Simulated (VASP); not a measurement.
CuSi16 (a cell with a defect): single point with PBEsol

The system is CuSi16 (a cell with a defect).

```xyz
17
Lattice="0.0000 5.4300 5.4300 5.4300 0.0000 5.4300 5.4300 5.4300 0.0000" Properties=species:S:1:pos:R:3 pbc="T T T"
Si   -0.1296    0.1875   -0.1714
Si    1.2839    1.3013    1.3010
Si    2.7801    2.6846   -0.0635
Si    4.1499    4.1569    1.2595
Si    2.6545   -0.0197    2.6568
Si    3.9146    1.5024    3.9161
Si    5.4316    2.7826    2.6559
Si    6.8167    4.0288    4.0661
Si   -0.0744    2.6639    2.7801
Si    1.2726    4.1250    4.1459
Si    2.7614    5.4859    2.7389
Si    4.1680    6.6456    4.1915
Si    2.6651    2.7699    5.4433
Si    4.0638    4.0292    6.8267
Si    5.5379    5.3277    5.5395
Si    6.8154    6.8054    6.8270
Cu    2.2353    3.2063    2.2316
```

```json
{"Program": "VASP 6.6.1", "Task": "single point", "Functional": "PBEsol", "Potentials or basis": "VASP PAW PBE potentials, release 64 (Si, Cu)", "Cutoff": "520 eV", "k mesh": "2 × 2 × 2", "Occupations": "fermi-dirac, width 0.02 eV", "Spin": "no spin polarisation"}
```

```
Largest force : 0.080 eV/Å
```

Forces in eV/Å, atoms in the order of the input:
```
Si  -0.028 -0.004  0.026
Si  -0.007  0.016 -0.021
Si  -0.012 -0.027 -0.007
Si   0.039  0.014 -0.023
Si  -0.005  0.000 -0.002
Si  -0.008  0.000 -0.002
Si   0.003  0.016 -0.009
Si   0.006 -0.011 -0.004
Si   0.004  0.008  0.017
Si   0.005  0.014 -0.038
Si  -0.030  0.002  0.047
Si  -0.019  0.012 -0.020
Si   0.002  0.000  0.011
Si  -0.002 -0.004 -0.004
Si  -0.012  0.007  0.003
Si   0.002  0.000 -0.001
Cu   0.062 -0.044  0.026
```

Levels at points of the mesh, in eV from the Fermi level:
```tsv
k point	band 34	band 35	band 36	band 37	band 38	band 39	band 40	band 41
(0.00, 0.00, 0.00)	-1.11	-0.62	-0.24	-0.05	0.05	0.13	0.45	0.48
(0.50, 0.00, 0.00)	-1.04	-0.95	-0.91	-0.76	0.51	0.97	1.06	1.19
(0.00, 0.50, 0.00)	-0.93	-0.91	-0.63	-0.49	0.47	0.87	1.30	1.33
(0.00, 0.00, 0.50)	-1.03	-0.97	-0.92	-0.79	0.48	0.98	1.04	1.19
(0.50, 0.50, 0.50)	-1.04	-0.94	-0.91	-0.74	0.52	0.98	1.06	1.20
(0.50, 0.50, 0.00)	-1.60	-1.51	-1.45	-1.17	0.60	0.80	1.80	1.98
(0.00, 0.50, 0.50)	-1.61	-1.50	-1.44	-1.20	0.60	0.80	1.81	1.97
(0.50, 0.00, 0.50)	-1.60	-1.52	-1.46	-1.15	0.60	0.79	1.79	1.98
```

Run time: 12 min on 1 thread of Intel Xeon 8259CL (shared host), peak memory 0.5 GiB.

Caveat: the k points lie up to 0.50 Å⁻¹ apart; the cell carries a net charge on a neutralising background, which shifts energy and pressure; the cell is charged against a uniform background, so pressure and absolute levels hang on convention; the PAW data sets were made with another functional, which shifts forces and pressure a little.
